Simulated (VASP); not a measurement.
# HfSiO4: single point with PBE

HfSiO4:

```
Hf Si O
1.0
     5.47159    0.00000    0.00000
    -2.73579    4.73854    0.00000
     0.00000    0.00000    2.61535
Hf Si O
1 1 4
Direct
  0.00000 0.00000 0.00000
  0.33333 0.66667 0.00000
  0.66667 0.33333 0.00000
  0.05859 0.52929 0.50000
  0.47071 0.52929 0.50000
  0.47071 0.94141 0.50000
```

The cell was generated, and may not be a known phase.

```yaml
Program: VASP 6.6.1
Task: single point
Functional: PBE
Potentials_or_basis: VASP PAW PBE potentials, release 64 (Hf_pv, Si, O)
Cutoff: 520 eV
k_mesh: 12 × 12 × 14
Occupations: gaussian, width 0.1 eV
Spin: no spin polarisation
Dipole_correction: no
Further_INCAR_settings: ALGO = Normal; EDIFF = 1e-07; NBANDS = 28
```

```yaml
Pressure: -0.2 GPa
Largest_force: 0.050 eV/Å
Band_gap_on_the_k_mesh: zero (bands 19 and 20 overlap by 1.00 eV)
```

Forces on the atoms (eV/Å):
```
Hf   0.000  0.000  0.000
Si   0.000  0.000  0.000
O    0.000  0.000  0.000
O   -0.044 -0.025  0.000
O    0.044 -0.025  0.000
O    0.000  0.050  0.000
```

Stress tensor (GPa, compression positive):
```
-0.30  0.00  0.00
 0.00 -0.30  0.00
 0.00  0.00 -0.14
```

Levels at points of the mesh, in eV from the Fermi level:
```csv
k point,band 15,band 16,band 17,band 18,band 19,band 20,band 21,band 22,band 23,band 24
"(0.00, 0.00, 0.00)",-2.74,-2.74,-2.21,-0.61,-0.39,-0.39,0.21,1.20,1.20,5.02
"(0.50, 0.00, 0.00)",-2.75,-2.66,-2.59,-0.66,0.26,0.32,0.34,1.97,2.38,3.18
"(0.00, 0.00, 0.50)",-1.99,-1.63,-1.28,-1.01,-1.01,0.13,0.13,2.13,2.13,2.76
"(0.50, 0.00, 0.50)",-2.76,-1.71,-1.39,-1.27,-1.02,0.09,0.09,1.26,1.67,2.42
```

Wall time 4.3 min on 1 thread of Intel(R) Xeon(R) Platinum 8259CL CPU @ 2.50GHz (Skylake/Cascade Lake), on a shared host, peak memory 0.37 GiB.

Caveat: spin-orbit coupling is left out, which moves the levels of the heavy elements.
